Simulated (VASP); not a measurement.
# ZnSe (rocksalt type) (Fm-3m) in VASP: a series of runs

ZnSe (rocksalt type) is run at these levels: PBE; tasks: relaxation of cell and atoms.

All numbers are computed with VASP 6.6.1; they aren't measurements. Logs are shortened: lines on timing, memory, paths and dates and some standing lists are left out, and cuts for length are marked.

## (1) The cell of the first run

Symmetry: Fm-3m, No. 225, cubic system. The conventional cell has a = 5.104 Å, b = 5.104 Å, c = 5.104 Å, α = 90.00°, β = 90.00°, γ = 90.00°. Within 3.4 Å of Zn (site symmetry m-3m) lie 6 Se at 2.55 Å. Within 3.4 Å of Se (site symmetry m-3m) lie 6 Zn at 2.55 Å.

## (2) Relaxation of cell and atoms, PBE, target pressure 15 GPa, at which the enthalpy is minimised

Contents of INCAR:

```
ALGO = Normal
EDIFF = 1E-6
EDIFFG = -0.005
ENCUT = 600
GGA = PE
IBRION = 2
ISIF = 3
ISMEAR = -1
LASPH = True
LCHARG = False
LREAL = False
LWAVE = False
NELM = 100
NSW = 60
PREC = Accurate
PSTRESS = 150.0
SIGMA = 0.05
```

Contents of KPOINTS:

```
k-points
0
Gamma
  14 14 14
```

Contents of POSCAR:

```
ZnSe
1.0
    0.0000000000      2.5519282316      2.5519282316
    2.5519282316      0.0000000000      2.5519282316
    2.5519282316      2.5519282316      0.0000000000
Zn Se
1 1
Direct
    0.0000000000      0.0000000000      0.0000000000
    0.5000000000      0.5000000000      0.5000000000
```

Potentials or basis: VASP PAW PBE potentials, release 64 (Zn, Se).

Run with:

```bash
$ cat potpaw_PBE.64/Zn/POTCAR potpaw_PBE.64/Se/POTCAR > POTCAR
$ mpirun -np 1 vasp_std > vasp.out
```

OUTCAR:

```text
EDIFF = 1E-6
   EDIFFG = -0.005
   ENCUT = 600
   GGA = PE
   IBRION = 2
   ISIF = 3
   ISMEAR = -1
   LASPH = True
   LREAL = False
   NELM = 100
   NSW = 60
   PREC = Accurate
   PSTRESS = 150.0

 ion  position               nearest neighbor table
   1  0.000  0.000  0.000-   2 2.55   2 2.55   2 2.55   2 2.55   2 2.55   2 2.55
   2  0.500  0.500  0.500-   1 2.55   1 2.55   1 2.55   1 2.55   1 2.55   1 2.55

  LATTYP: Found a face centered cubic cell.
 ALAT       =     5.1038564632

  Lattice vectors:

 A1 = (   0.0000000000,   2.5519282316,   2.5519282316)
 A2 = (   2.5519282316,   0.0000000000,   2.5519282316)
 A3 = (   2.5519282316,   2.5519282316,   0.0000000000)

Analysis of symmetry for initial positions (statically):
=====================================================================
 Subroutine PRICEL returns:
 Original cell was already a primitive cell.

 Routine SETGRP: Setting up the symmetry group for a
 face centered cubic supercell.

 Subroutine GETGRP returns: Found 48 space group operations
 (whereof 48 operations were pure point group operations)
 out of a pool of 48 trial point group operations.

The static configuration has the point symmetry O_h .

Analysis of symmetry for dynamics (positions and initial velocities):
=====================================================================
 Subroutine PRICEL returns:
 Original cell was already a primitive cell.

 Routine SETGRP: Setting up the symmetry group for a
 face centered cubic supercell.

 Subroutine GETGRP returns: Found 48 space group operations
 (whereof 48 operations were pure point group operations)
 out of a pool of 48 trial point group operations.

The dynamic configuration has the point symmetry O_h .

 Subroutine INISYM returns: Found 48 space group operations
 (whereof 48 operations are pure point group operations),
 and found     1 'primitive' translations

----------------------------------------------------------------------------------------

                                     Primitive cell

  volume of cell :      33.2380

  direct lattice vectors                    reciprocal lattice vectors
     0.000000000  2.551928232  2.551928232    -0.195930275  0.195930275  0.195930275
     2.551928232  0.000000000  2.551928232     0.195930275 -0.195930275  0.195930275
     2.551928232  2.551928232  0.000000000     0.195930275  0.195930275 -0.195930275

  length of vectors
     3.608971515  3.608971515  3.608971515     0.339361191  0.339361191  0.339361191

  position of ions in fractional coordinates (direct lattice)
     0.000000000  0.000000000  0.000000000
     0.500000000  0.500000000  0.500000000

  ion indices of the primitive-cell ions
   primitive index   ion index
                 1           1
                 2           2

----------------------------------------------------------------------------------------

 KPOINTS: k-points

Automatic generation of k-mesh.
 Grid dimensions read from file:
 generate k-points for:   14   14   14

 Generating k-lattice:

  Cartesian coordinates                     Fractional coordinates (reciprocal lattice)
    -0.013995020  0.013995020  0.013995020     0.071428571  0.000000000  0.000000000
     0.013995020 -0.013995020  0.013995020     0.000000000  0.071428571  0.000000000
     0.013995020  0.013995020 -0.013995020     0.000000000  0.000000000  0.071428571

  Length of vectors
     0.024240085  0.024240085  0.024240085

  Shift w.r.t. Gamma in fractional coordinates (k-lattice)
     0.000000000  0.000000000  0.000000000

 Subroutine IBZKPT returns following result:
 ===========================================

 Found    104 irreducible k-points:

 Following reciprocal coordinates:
            Coordinates               Weight
  0.000000  0.000000  0.000000      1.000000
  0.071429  0.000000  0.000000      8.000000
  0.142857  0.000000  0.000000      8.000000
  0.214286  0.000000  0.000000      8.000000
  0.285714  0.000000  0.000000      8.000000
  0.357143  0.000000  0.000000      8.000000
[... 16 lines left out ...]
  0.214286  0.142857  0.000000     24.000000
  0.285714  0.142857  0.000000     24.000000
 [... further k-points ...]
   k-points           NKPTS =    104   k-points in BZ     NKDIM =    104   number of bands    NBANDS=     13
   number of dos      NEDOS =    301   number of ions     NIONS =      2
   total plane-waves  NPLWV =  27000
   dimension x,y,z NGX =    30 NGY =   30 NGZ =   30
   dimension x,y,z NGXF=    60 NGYF=   60 NGZF=   60
   ions per type =               1   1
   NGX,Y,Z   is equivalent  to a cutoff of  13.82, 13.82, 13.82 a.u.
   NGXF,Y,Z  is equivalent  to a cutoff of  27.64, 27.64, 27.64 a.u.
 SYSTEM =  unknown system
   PREC   = accura    normal or accurate (medium, high low for compatibility)
   ISTART =      0    job   : 0-new  1-cont  2-samecut
   ICHARG =      2    charge: 1-file 2-atom 10-const
   ISPIN  =      1    spin polarized calculation?
   LNONCOLLINEAR =      F non collinear calculations
   LSORBIT =      F    spin-orbit coupling
   LASPH  =      T    aspherical Exc in radial PAW
   ENCUT  =  600.0 eV  44.10 Ry    6.64 a.u.   7.21  7.21  7.21*2*pi/ulx,y,z
   NELM   =    100;   NELMIN=  2; NELMDL= -5     # of ELM steps
   EDIFF  = 0.1E-05   stopping-criterion for ELM
   LREAL  =      F    real-space projection
   EDIFFG = -.5E-02   stopping-criterion for IOM
   NSW    =     60    number of steps for IOM
   IBRION =      2    ionic relax: 0-MD 1-quasi-New 2-CG
   NFREE  =      1    steps in history (QN), initial steepest desc. (CG)
   ISIF   =      3    stress and relaxation
   ISYM   =      2    0-nonsym 1-usesym 2-fastsym
   POTIM  = 0.5000    time-step for ionic-motion
   TEBEG  =    0.0;   TEEND  =   0.0 temperature during run
   PSTRESS=  150.0 pullay stress
   NELECT =      18.0000    total number of electrons
   NUPDOWN=      -1.0000    fix difference up-down
   EMIN   =  10.00;   EMAX   =-10.00  energy-range for DOS
   EFERMI =   0.00;   METHOD = LEGACY
   ISMEAR =    -1;   SIGMA  =   0.05  broadening in eV -4-tet -1-fermi 0-gaus
   EFERMI_NEDOS =   21; number of points for ismear=-14 and -15
   IALGO  =     38    algorithm
   IMIX   =      4    mixing-type and parameters
     AMIX     =   0.40;   BMIX     =  1.00
     AMIX_MAG =   1.60;   BMIX_MAG =  1.00
  volume/ion in A,a.u.               =      16.62       112.15
  Fermi-wavevector in a.u.,A,eV,Ry     =   1.334404  2.521657 24.226983  1.780633
  Thomas-Fermi vector in A             =   2.463188
   LORBIT       =      0    0 simple, 1 ext, 2 COOP (PROOUT), +10 PAW based schemes
   GGA     = PE    functional components
   LHFCALC =     F    Hartree Fock is set to
   AEXX    =    0.0000 exact exchange contribution
   IVDW    =     0    specifies the selected vdW correction
   LEPSILON=     F    determine dielectric tensor
   LRPA    =     F    only Hartree local field effects (RPA)
 conjugate gradient relaxation of ions
 non-spin polarized calculation
  energy-cutoff  :      600.00
  volume of cell :       33.24
 maximum number of plane-waves:      1129
 NGX is ok and might be reduce to    30
   NGX = 15   NGY = 15   NGZ = 15

--------------------------------------- Ionic step        1  -------------------------------------------

 number of electron      18.0000008 magnetization

 Free energy of the ion-electron system (eV)
  ---------------------------------------------------
  ext. energy  EPLUGINS =         0.00000000
  ---------------------------------------------------
  free energy    TOTEN  =        -5.18664662 eV

  energy without entropy =       -5.18136177  energy(sigma->0) =       -5.18400419

------------------------ aborting loop because EDIFF is reached ----------------------------------------

  FORCE on cell =-STRESS in cart. coord.  units (eV):
  Direction    XX          YY          ZZ          XY          YZ          ZX
  --------------------------------------------------------------------------------------
  -------------------------------------------------------------------------------------
  Total        3.2095903      3.2095903      3.2095903      0.0000000      0.0000000      0.0000000
  in kB      154.7122915    154.7122915    154.7122915      0.0000000      0.0000000      0.0000000
  external PRESSURE =       4.7122915 kB  Pullay stress =     150.0000000 kB

 VOLUME and BASIS-vectors are now :
 -----------------------------------------------------------------------------
  energy-cutoff  :      600.00
  volume of cell :       33.24
      direct lattice vectors                 reciprocal lattice vectors
     0.000000000  2.551928232  2.551928232    -0.195930275  0.195930275  0.195930275
     2.551928232  0.000000000  2.551928232     0.195930275 -0.195930275  0.195930275
     2.551928232  2.551928232  0.000000000     0.195930275  0.195930275 -0.195930275
[... 46 lines left out ...]
  FREE ENERGIE OF THE ION-ELECTRON SYSTEM (eV)
  ---------------------------------------------------
  free  energy   TOTEN  =        -5.2086983679 eV

  energy  without entropy=       -5.2033850117  energy(sigma->0) =       -5.20604169

  enthalpy is  TOTEN    =        -2.0748013179 eV   P V=        3.1338970500

--------------------------------------- Ionic step        3  -------------------------------------------

 number of electron      18.0000009 magnetization

 Free energy of the ion-electron system (eV)
  ---------------------------------------------------
  ext. energy  EPLUGINS =         0.00000000
  ---------------------------------------------------
  free energy    TOTEN  =        -5.19722922 eV

  energy without entropy =       -5.19193083  energy(sigma->0) =       -5.19458002

 E-fermi :   4.5950     XC(G=0): -11.1328

 val. band max:        4.5910788177   @ k =   0.5000   0.4286   0.0714
 cond. band min:       4.5954263500   @ k =  -0.2143   0.2143   0.0000
 fundamental gap:      0.0043475322
 Fermi energy:         4.5949724063

 k-point     1 :       0.0000    0.0000    0.0000
  band No.  band energies     occupation
      1     -10.3499      2.00000
      2      -2.3534      2.00000
      3      -2.3534      2.00000
      4      -2.3335      2.00000
      5      -2.3335      2.00000
      6      -2.3335      2.00000
      7       4.0071      1.99998
      8       4.0071      1.99998
      9       4.0071      1.99998
     10       6.3101      0.00000
     11      13.2178      0.00000
     12      13.2178      0.00000
     13      13.2178      0.00000

 k-point     2 :       0.0714    0.0000    0.0000
  band No.  band energies     occupation
      1     -10.2853      2.00000
      2      -2.3703      2.00000
      3      -2.3703      2.00000
      4      -2.3419      2.00000
      5      -2.3271      2.00000
      6      -2.3271      2.00000
      7       3.3092      2.00000
      8       4.0247      1.99998
      9       4.0247      1.99998
     10       6.9230      0.00000
     11      12.7455      0.00000
[... 339 lines left out ...]
 k-point    24 :       0.2857    0.1429    0.0000
  band No.  band energies     occupation
      1      -9.4840      2.00000
      2      -2.6867      2.00000
      3      -2.4294      2.00000
      4      -2.4270      2.00000
      5      -2.2701      2.00000
      6      -2.2323      2.00000
      7       0.5532      2.00000
      8       3.2468      2.00000
      9       3.6058      2.00000
     10       8.3111      0.00000
     11      10.4426      0.00000
     12      11.6218      0.00000
     13      12.8667      0.00000

 [... further k-points ...]
[... 5 lines left out ...]
  --------------------------------------------------------------------------------------
  -------------------------------------------------------------------------------------
  Total        3.1227823      3.1227823      3.1227823      0.0000000      0.0000000      0.0000000
  in kB      150.0257631    150.0257631    150.0257631      0.0000000      0.0000000      0.0000000
  external PRESSURE =       0.0257631 kB  Pullay stress =     150.0000000 kB

 VOLUME and BASIS-vectors are now :
 -----------------------------------------------------------------------------
  energy-cutoff  :      600.00
  volume of cell :       33.35
      direct lattice vectors                 reciprocal lattice vectors
     0.000000000  2.554772010  2.554772010    -0.195712180  0.195712180  0.195712180
     2.554772010  0.000000000  2.554772010     0.195712180 -0.195712180  0.195712180
     2.554772010  2.554772010  0.000000000     0.195712180  0.195712180 -0.195712180

 POSITION                                       TOTAL-FORCE (eV/Angst)
 -----------------------------------------------------------------------------------
      0.00000      0.00000      0.00000         0.000000      0.000000      0.000000
      2.55477      2.55477      2.55477        -0.000000      0.000000     -0.000000
 -----------------------------------------------------------------------------------
    total drift:                               -0.000000      0.000000      0.000000

  FREE ENERGIE OF THE ION-ELECTRON SYSTEM (eV)
  ---------------------------------------------------
  free  energy   TOTEN  =        -5.1972292214 eV

  energy  without entropy=       -5.1919308279  energy(sigma->0) =       -5.19458002

  enthalpy is  TOTEN    =        -2.0749832024 eV   P V=        3.1222460189

 reached required accuracy - stopping structural energy minimisation
```

Run time: 47 s. Hardware: 1 thread of Intel Xeon 6975P-C (Granite Rapids), shared host; peak memory 0.22 GiB.

What came out:

```yaml
Free_energy: -5.1972 eV
Relaxed_volume: 16.67 Å³/atom
Relaxed_cell: a = 3.613 Å, b = 3.613 Å, c = 3.613 Å, α = 60.00°, β = 60.00°, γ = 60.00°
Space_group_after_relaxing_to_0.05_Å: Fm-3m (No. 225)
Energy_change_on_relaxing_the_enthalpy_is_what_falls: -5.3 meV/atom
Ionic_steps: 3
Pressure_after_relaxing: 15.0 GPa
Band_gap_on_the_k_mesh: zero (band 9 reaches 4.69 eV, above the bottom of band 10 at 3.55 eV)
```

The path:
```csv
step,energy change (eV),largest force (eV/Å),pressure (GPa),volume (Å³)
1,0.0000,0.0000,15.47,33.24
2,-0.0221,0.0000,14.57,33.47
3,-0.0106,0.0000,15.00,33.35
```

Final structure:
```
Zn Se
1.0
     0.00000    2.55477    2.55477
     2.55477    0.00000    2.55477
     2.55477    2.55477    0.00000
Zn Se
1 1
Direct
  0.00000 0.00000 0.00000
  0.50000 0.50000 0.50000
```

Caveat: the cell is relaxed towards a set pressure, so the enthalpy falls and the energy may rise.

## (3) Relaxation of cell and atoms, PBE, target pressure 15 GPa, at which the enthalpy is minimised

Contents of INCAR:

```
SYSTEM = ZnSe
PREC = Accurate ; ENCUT = 600
EDIFF = 1E-6 ; ISMEAR = -1
SIGMA = 0.05 ; LREAL = .False.
LASPH = .True. ; NELM = 100
ALGO = Normal ; ISIF = 3
LWAVE = .False. ; LCHARG = .False.
GGA = PE ; IBRION = 2
NSW = 32 ; EDIFFG = -0.005
PSTRESS = 150.0
```

Contents of KPOINTS:

```
regular mesh
0
Gamma
  14 14 14
  0 0 0
```

Contents of POSCAR:

```
ZnSe
1.0
    0.0000000000      2.5525729919      2.5525729919
    2.5525729919      0.0000000000      2.5525729919
    2.5525729919      2.5525729919      0.0000000000
Zn Se
1 1
Direct
    0.0000000000      0.0000000000      0.0000000000
    0.5000000000      0.5000000000      0.5000000000
```

Potentials or basis: VASP PAW PBE potentials, release 64 (Zn, Se).

Run with:

```bash
$ cat potpaw_PBE.64/Zn/POTCAR potpaw_PBE.64/Se/POTCAR > POTCAR
$ mpirun -np 1 vasp_std > vasp.out
```

Run time: 47 s. Hardware: 1 thread of Intel Xeon 6975P-C (Granite Rapids), shared host; peak memory 0.22 GiB.

The run converged. Its results:

```yaml
Free_energy: -5.1973 eV
Relaxed_volume: 16.68 Å³/atom
Relaxed_cell: a = 3.613 Å, b = 3.613 Å, c = 3.613 Å, α = 60.00°, β = 60.00°, γ = 60.00°
Space_group_after_relaxing_to_0.05_Å: Fm-3m (No. 225)
Energy_change_on_relaxing_the_enthalpy_is_what_falls: -4.1 meV/atom
Ionic_steps: 3
Pressure_after_relaxing: 15.0 GPa
Band_gap_on_the_k_mesh: zero (band 9 reaches 4.69 eV, above the bottom of band 10 at 3.55 eV)
```

Step by step:
| step | energy change (eV) | largest force (eV/Å) | pressure (GPa) | volume (Å³) |
| --- | --- | --- | --- | --- |
| 1 | 0.0000 | 0.0000 | 15.37 | 33.26 |
| 2 | -0.0172 | 0.0000 | 14.66 | 33.45 |
| 3 | -0.0082 | 0.0000 | 14.99 | 33.35 |

Final structure:
```
Zn Se
1.0
     0.00000    2.55479    2.55479
     2.55479    0.00000    2.55479
     2.55479    2.55479    0.00000
Zn Se
1 1
Direct
  0.00000 0.00000 0.00000
  0.50000 0.50000 0.50000
```

Levels at points of the mesh, in eV from the Fermi level:
| k point | band 5 | band 6 | band 7 | band 8 | band 9 | band 10 | band 11 | band 12 | band 13 |
| --- | --- | --- | --- | --- | --- | --- | --- | --- | --- |
| (0.00, 0.00, 0.00) | -6.93 | -6.93 | -0.59 | -0.59 | -0.59 | 1.71 | 8.62 | 8.62 | 8.62 |
| (0.50, 0.00, 0.00) | -6.76 | -6.76 | -6.09 | -0.07 | -0.07 | 3.34 | 4.90 | 4.90 | 7.31 |
| (0.50, 0.50, 0.00) | -6.71 | -6.26 | -6.07 | -2.99 | -2.99 | -1.05 | 4.64 | 12.48 | 12.48 |

Caveat: the cell is relaxed towards a set pressure, so the enthalpy falls and the energy may rise.
